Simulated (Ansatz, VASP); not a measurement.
# AlNi3 in VASP and in Ansatz

```
CELL_PARAMETERS angstrom
3.52305 0.00000 0.00000
0.00000 3.52305 0.00000
0.00000 0.00000 3.66398
ATOMIC_POSITIONS crystal
Ni 0.50000 0.50000 0.00000
Ni 0.50000 0.00000 0.50000
Ni 0.00000 0.50000 0.50000
Al 0.00000 0.00000 0.00000
```

Change from the starting cell: strain_z = 0.04.

Alike in both runs: task single point; functional PBEsol; k mesh 8 × 8 × 8; occupations fermi-dirac, width 0.05 eV; collinear spin.

|  | VASP | Ansatz |
| --- | --- | --- |
| version | VASP 6.6.1 | Ansatz 0.2.0 |
| potentials or method | VASP PAW PBE potentials, release 64 (Ni, Al), cutoff 520 eV | all-electron LAPW, scalar-relativistic |

VASP gave:

| Quantity | Value |
| --- | --- |
| gap on the k mesh at the Fermi level (eV) | none |
| pressure (GPa) | -7.5 |
| traceless stress, the component that is largest in VASP (GPa) | -2.54 |
| net moment per atom (μB) | 0.16 |
| size of the moment on the site where the two differ most (μB) | 0.23 |

Q: Estimate Ansatz's values.

A: gap on the k mesh at the Fermi level (eV): none; pressure (GPa): -7.8; traceless stress, the component that is largest in VASP (GPa): -2.65; net moment per atom (μB): 0.17; size of the moment on the site where the two differ most (μB): 0.25.

VASP's potentials were made for PBE, not for PBEsol. Site moments also hang on the region over which each program counts them. A gap of «none» marks a metal or a gap that the smearing closes. Ansatz ran all-electron here, and VASP with PAW potentials.
